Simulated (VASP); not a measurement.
# MgO (Periclase) in VASP: a series of runs

MgO (Periclase) is run at these levels: LDA; tasks: single point.

All numbers are computed with VASP 6.6.1; they aren't measurements. Logs are shortened: lines on timing, memory, paths and dates and some standing lists are left out, and cuts for length are marked.

**1. The cell of the first run**

Symmetry: Fm-3m, No. 225, cubic system. The conventional cell has a = 4.217 Å, b = 4.217 Å, c = 4.217 Å, α = 90.00°, β = 90.00°, γ = 90.00°. Within 2.8 Å of Mg (site symmetry m-3m) lie 6 O at 2.11 Å. O (site symmetry m-3m) has 6 Mg at 2.11 Å within 2.8 Å.

**2. Single point, LDA**

The input, INCAR:

```
SYSTEM = MgO
ALGO = Normal
EDIFF = 1E-6
ENCUT = 600
GGA = CA
GGA_COMPAT = .FALSE.
ISIF = 2
ISMEAR = -1
LASPH = .TRUE.
LCHARG = .TRUE.
LELF = .TRUE.
LREAL = .FALSE.
LVHAR = .TRUE.
LWAVE = .FALSE.
NBANDS = 11
NELM = 120
PREC = Accurate
SIGMA = 0.02
```

The input, KPOINTS:

```
k-points
0
G
  8 8 8
  0 0 0
```

The input, POSCAR:

```
MgO
1.0
    0.0000000000      2.1085000000      2.1085000000
    2.1085000000      0.0000000000      2.1085000000
    2.1085000000      2.1085000000      0.0000000000
Mg O
1 1
Direct
    0.0000000000      0.0000000000      0.0000000000
    0.5000000000      0.5000000000      0.5000000000
```

Potentials or basis: VASP PAW LDA potentials, release 64 (Mg, O).

Command:

```bash
$ cat potpaw_LDA.64/Mg/POTCAR potpaw_LDA.64/O/POTCAR > POTCAR
$ mpirun -np 1 vasp_std > vasp.out
```

OUTCAR:

```text
SYSTEM = MgO
   EDIFF = 1E-6
   ENCUT = 600
   GGA = CA
   ISIF = 2
   ISMEAR = -1
   LASPH = .TRUE.
   LREAL = .FALSE.
   NELM = 120
   PREC = Accurate

 ion  position               nearest neighbor table
   1  0.000  0.000  0.000-   2 2.11   2 2.11   2 2.11   2 2.11   2 2.11   2 2.11
   2  0.500  0.500  0.500-   1 2.11   1 2.11   1 2.11   1 2.11   1 2.11   1 2.11

  LATTYP: Found a face centered cubic cell.
 ALAT       =     4.2170000000

  Lattice vectors:

 A1 = (   0.0000000000,   2.1085000000,   2.1085000000)
 A2 = (   2.1085000000,   0.0000000000,   2.1085000000)
 A3 = (   2.1085000000,   2.1085000000,   0.0000000000)

Analysis of symmetry for initial positions (statically):
=====================================================================
 Subroutine PRICEL returns:
 Original cell was already a primitive cell.

 Routine SETGRP: Setting up the symmetry group for a
 face centered cubic supercell.

 Subroutine GETGRP returns: Found 48 space group operations
 (whereof 48 operations were pure point group operations)
 out of a pool of 48 trial point group operations.

The static configuration has the point symmetry O_h .

Analysis of symmetry for dynamics (positions and initial velocities):
=====================================================================
 Subroutine PRICEL returns:
 Original cell was already a primitive cell.

 Routine SETGRP: Setting up the symmetry group for a
 face centered cubic supercell.

 Subroutine GETGRP returns: Found 48 space group operations
 (whereof 48 operations were pure point group operations)
 out of a pool of 48 trial point group operations.

The dynamic configuration has the point symmetry O_h .

 Subroutine INISYM returns: Found 48 space group operations
 (whereof 48 operations are pure point group operations),
 and found     1 'primitive' translations

----------------------------------------------------------------------------------------

                                     Primitive cell

  volume of cell :      18.7478

  direct lattice vectors                    reciprocal lattice vectors
     0.000000000  2.108500000  2.108500000    -0.237135404  0.237135404  0.237135404
     2.108500000  0.000000000  2.108500000     0.237135404 -0.237135404  0.237135404
     2.108500000  2.108500000  0.000000000     0.237135404  0.237135404 -0.237135404

  length of vectors
     2.981869296  2.981869296  2.981869296     0.410730569  0.410730569  0.410730569

  position of ions in fractional coordinates (direct lattice)
     0.000000000  0.000000000  0.000000000
     0.500000000  0.500000000  0.500000000

  ion indices of the primitive-cell ions
   primitive index   ion index
                 1           1
                 2           2

----------------------------------------------------------------------------------------

 KPOINTS: k-points

Automatic generation of k-mesh.
 Grid dimensions read from file:
 generate k-points for:    8    8    8

 Generating k-lattice:

  Cartesian coordinates                     Fractional coordinates (reciprocal lattice)
    -0.029641926  0.029641926  0.029641926     0.125000000  0.000000000  0.000000000
     0.029641926 -0.029641926  0.029641926     0.000000000  0.125000000  0.000000000
     0.029641926  0.029641926 -0.029641926     0.000000000  0.000000000  0.125000000

  Length of vectors
     0.051341321  0.051341321  0.051341321

  Shift w.r.t. Gamma in fractional coordinates (k-lattice)
     0.000000000  0.000000000  0.000000000

 Subroutine IBZKPT returns following result:
 ===========================================

 Found     29 irreducible k-points:

 Following reciprocal coordinates:
            Coordinates               Weight
  0.000000  0.000000  0.000000      1.000000
  0.125000  0.000000  0.000000      8.000000
  0.250000  0.000000  0.000000      8.000000
  0.375000  0.000000  0.000000      8.000000
  0.500000  0.000000  0.000000      4.000000
  0.125000  0.125000  0.000000      6.000000
[... 16 lines left out ...]
  0.500000  0.250000  0.125000     48.000000
 -0.375000  0.250000  0.125000     24.000000
 [... further k-points ...]
   k-points           NKPTS =     29   k-points in BZ     NKDIM =     29   number of bands    NBANDS=     11
   number of dos      NEDOS =    301   number of ions     NIONS =      2
   total plane-waves  NPLWV =  13824
   dimension x,y,z NGX =    24 NGY =   24 NGZ =   24
   dimension x,y,z NGXF=    48 NGYF=   48 NGZF=   48
   ions per type =               1   1
   NGX,Y,Z   is equivalent  to a cutoff of  13.38, 13.38, 13.38 a.u.
   NGXF,Y,Z  is equivalent  to a cutoff of  26.76, 26.76, 26.76 a.u.
 SYSTEM =  MgO
   PREC   = accura    normal or accurate (medium, high low for compatibility)
   ISTART =      0    job   : 0-new  1-cont  2-samecut
   ICHARG =      2    charge: 1-file 2-atom 10-const
   ISPIN  =      1    spin polarized calculation?
   LNONCOLLINEAR =      F non collinear calculations
   LSORBIT =      F    spin-orbit coupling
   LASPH  =      T    aspherical Exc in radial PAW
   ENCUT  =  600.0 eV  44.10 Ry    6.64 a.u.   5.96  5.96  5.96*2*pi/ulx,y,z
   NELM   =    120;   NELMIN=  2; NELMDL= -5     # of ELM steps
   EDIFF  = 0.1E-05   stopping-criterion for ELM
   LREAL  =      F    real-space projection
   EDIFFG = 0.1E-04   stopping-criterion for IOM
   NSW    =      0    number of steps for IOM
   IBRION =     -1    ionic relax: 0-MD 1-quasi-New 2-CG
   NFREE  =      0    steps in history (QN), initial steepest desc. (CG)
   ISIF   =      2    stress and relaxation
   ISYM   =      2    0-nonsym 1-usesym 2-fastsym
   POTIM  = 0.5000    time-step for ionic-motion
   TEBEG  =    0.0;   TEEND  =   0.0 temperature during run
   PSTRESS=    0.0 pullay stress
   NELECT =       8.0000    total number of electrons
   NUPDOWN=      -1.0000    fix difference up-down
   EMIN   =  10.00;   EMAX   =-10.00  energy-range for DOS
   EFERMI =   0.00;   METHOD = LEGACY
   ISMEAR =    -1;   SIGMA  =   0.02  broadening in eV -4-tet -1-fermi 0-gaus
   EFERMI_NEDOS =   21; number of points for ismear=-14 and -15
   IALGO  =     38    algorithm
   IMIX   =      4    mixing-type and parameters
     AMIX     =   0.40;   BMIX     =  1.00
     AMIX_MAG =   1.60;   BMIX_MAG =  1.00
  volume/ion in A,a.u.               =       9.37        63.26
  Fermi-wavevector in a.u.,A,eV,Ry     =   1.232503  2.329092 20.668107  1.519063
  Thomas-Fermi vector in A             =   2.367270
   LORBIT       =      0    0 simple, 1 ext, 2 COOP (PROOUT), +10 PAW based schemes
   GGA     = CA    functional components
   LHFCALC =     F    Hartree Fock is set to
   AEXX    =    0.0000 exact exchange contribution
   IVDW    =     0    specifies the selected vdW correction
   LEPSILON=     F    determine dielectric tensor
   LRPA    =     F    only Hartree local field effects (RPA)
 non-spin polarized calculation
  energy-cutoff  :      600.00
  volume of cell :       18.75
 maximum number of plane-waves:       638
   NGX = 11   NGY = 11   NGZ = 11

 number of electron       8.0000005 magnetization

 Free energy of the ion-electron system (eV)
  ---------------------------------------------------
  ext. energy  EPLUGINS =         0.00000000
  ---------------------------------------------------
  free energy    TOTEN  =       -13.42485427 eV

  energy without entropy =      -13.42485427  energy(sigma->0) =      -13.42485427

 E-fermi :   3.3683     XC(G=0): -11.5747

 val. band max:        2.8517245062   @ k =   0.0000   0.0000   0.0000
 cond. band min:       7.4752428019   @ k =   0.0000   0.0000   0.0000
 fundamental gap:      4.6235182957
 Fermi energy:         3.3682546465

 k-point     1 :       0.0000    0.0000    0.0000
  band No.  band energies     occupation
      1     -14.1311      2.00000
      2       2.8517      2.00000
      3       2.8517      2.00000
      4       2.8517      2.00000
      5       7.4752      0.00000
      6      18.3602      0.00000
      7      18.3602      0.00000
      8      18.3602      0.00000
      9      22.3754      0.00000
     10      24.0145      0.00000
     11      24.0145      0.00000

 k-point     2 :       0.1250    0.0000    0.0000
  band No.  band energies     occupation
      1     -13.9621      2.00000
      2       1.8871      2.00000
      3       2.7470      2.00000
      4       2.7470      2.00000
      5       8.3822      0.00000
      6      16.7108      0.00000
      7      18.7152      0.00000
      8      18.7152      0.00000
      9      23.0103      0.00000
     10      23.0103      0.00000
     11      24.4541      0.00000

 k-point     3 :       0.2500    0.0000    0.0000
  band No.  band energies     occupation
      1     -13.5209      2.00000
      2       0.1631      2.00000
      3       2.5063      2.00000
      4       2.5063      2.00000
      5       9.7989      0.00000
      6      15.1830      0.00000
      7      19.1873      0.00000
      8      19.1873      0.00000
      9      22.6214      0.00000
     10      22.6214      0.00000
     11      24.4389      0.00000

 k-point     4 :       0.3750    0.0000    0.0000
  band No.  band energies     occupation
      1     -13.0198      2.00000
      2      -1.2690      2.00000
      3       2.2801      2.00000
      4       2.2801      2.00000
      5      10.4795      0.00000
      6      14.9902      0.00000
      7      18.9900      0.00000
      8      18.9900      0.00000
      9      23.6613      0.00000
     10      23.9311      0.00000
     11      23.9311      0.00000
[... 239 lines left out ...]
 k-point    22 :       0.3750    0.2500    0.1250
  band No.  band energies     occupation
      1     -13.2037      2.00000
      2      -0.1962      2.00000
      3       1.6795      2.00000
      4       2.2277      2.00000
      5      11.1858      0.00000
      6      14.1062      0.00000
      7      17.5877      0.00000
      8      20.0405      0.00000
      9      20.6427      0.00000
     10      24.9288      0.00000
     11      28.2344      0.00000

 k-point    23 :       0.5000    0.2500    0.1250
  band No.  band energies     occupation
      1     -12.8080      2.00000
      2      -0.9043      2.00000
      3       1.0965      2.00000
      4       1.9715      2.00000
      5      12.1597      0.00000
      6      14.2789      0.00000
      7      16.4358      0.00000
      8      19.6378      0.00000
      9      22.2014      0.00000
     10      24.8959      0.00000
     11      28.4432      0.00000

 k-point    24 :      -0.3750    0.2500    0.1250
  band No.  band energies     occupation
      1     -12.6312      2.00000
      2      -1.2084      2.00000
      3       0.8875      2.00000
      4       1.8502      2.00000
      5      12.3285      0.00000
      6      14.8149      0.00000
      7      16.0114      0.00000
      8      19.3956      0.00000
      9      23.0643      0.00000
     10      24.5424      0.00000
     11      28.5837      0.00000

 [... further k-points ...]
[... 5 lines left out ...]
  --------------------------------------------------------------------------------------
  -------------------------------------------------------------------------------------
  Total       -0.9924404     -0.9924404     -0.9924404      0.0000000      0.0000000      0.0000000
  in kB      -84.8133503    -84.8133503    -84.8133503      0.0000000      0.0000000      0.0000000
  external PRESSURE =     -84.8133503 kB  Pullay stress =       0.0000000 kB

 VOLUME and BASIS-vectors are now :
 -----------------------------------------------------------------------------
  energy-cutoff  :      600.00
  volume of cell :       18.75
      direct lattice vectors                 reciprocal lattice vectors
     0.000000000  2.108500000  2.108500000    -0.237135404  0.237135404  0.237135404
     2.108500000  0.000000000  2.108500000     0.237135404 -0.237135404  0.237135404
     2.108500000  2.108500000  0.000000000     0.237135404  0.237135404 -0.237135404

 POSITION                                       TOTAL-FORCE (eV/Angst)
 -----------------------------------------------------------------------------------
      0.00000      0.00000      0.00000        -0.000000      0.000000     -0.000000
      2.10850      2.10850      2.10850         0.000000     -0.000000      0.000000
 -----------------------------------------------------------------------------------
    total drift:                               -0.000000     -0.000000      0.000000

  FREE ENERGIE OF THE ION-ELECTRON SYSTEM (eV)
  ---------------------------------------------------
  free  energy   TOTEN  =       -13.4248542667 eV

  energy  without entropy=      -13.4248542667  energy(sigma->0) =      -13.42485427
```

It took 6.4 s on 1 thread of Intel Xeon 8259CL, shared host; peak memory 0.13 GiB.

Results:

```yaml
Free_energy: -13.4249 eV
Pressure: -8.5 GPa
Band_gap_on_the_k_mesh: 4.62 eV, direct
```

**3. Single point, LDA**

The input, INCAR:

```
  ALGO = Normal
  EDIFF = 1E-6
  ENCUT = 600
  GGA = CA
  GGA_COMPAT = False
  ISIF = 2
  ISMEAR = -1
  LASPH = True
  LCHARG = False
  LREAL = False
  LWAVE = False
  NBANDS = 11
  NELM = 120
  PREC = Accurate
  SIGMA = 0.02
```

The input, KPOINTS:

```
k-points
0
Gamma
  8 8 8
```

The input, POSCAR:

```
MgO
1.0
   -0.0316275000      2.1085000000      2.1085000000
    2.1085000000     -0.0316275000      2.1085000000
    2.0768725000      2.0768725000      0.0000000000
Mg O
1 1
Direct
    0.0000000000      0.0000000000      0.0000000000
    0.5000000000      0.5000000000      0.5000000000
```

Potentials or basis: VASP PAW LDA potentials, release 64 (Mg, O).

Command:

```bash
$ cat potpaw_LDA.64/Mg/POTCAR potpaw_LDA.64/O/POTCAR > POTCAR
$ mpirun -np 1 vasp_std > vasp.out
```

Run time: 13 s. Hardware: 1 thread of Intel Xeon 8259CL, shared host; peak memory 0.15 GiB.

It converged, with:

```
Free energy            : -13.4172 eV
Pressure               : -8.4 GPa
Band gap on the k mesh : 4.50 eV, direct
```

Stress tensor (GPa, compression positive):
```
-8.38  4.45  0.00
 4.45 -8.38  0.00
 0.00  0.00 -8.56
```

Levels at points of the mesh, in eV from the valence-band top:
```tsv
k point	band 2	band 3	band 4	band 5	band 6	band 7
(0.00, 0.00, 0.00)	-0.23	-0.12	0.00	4.50	14.96	15.41
(0.50, 0.00, 0.00)	-4.86	-0.77	-0.65	7.69	12.07	15.92
(0.50, 0.50, 0.00)	-4.26	-1.67	-1.30	8.63	9.70	12.74
(0.00, 0.00, 0.50)	-4.75	-0.90	-0.78	7.49	12.40	15.50
(0.50, 0.00, 0.50)	-4.25	-1.48	-1.48	8.77	9.55	12.72
```
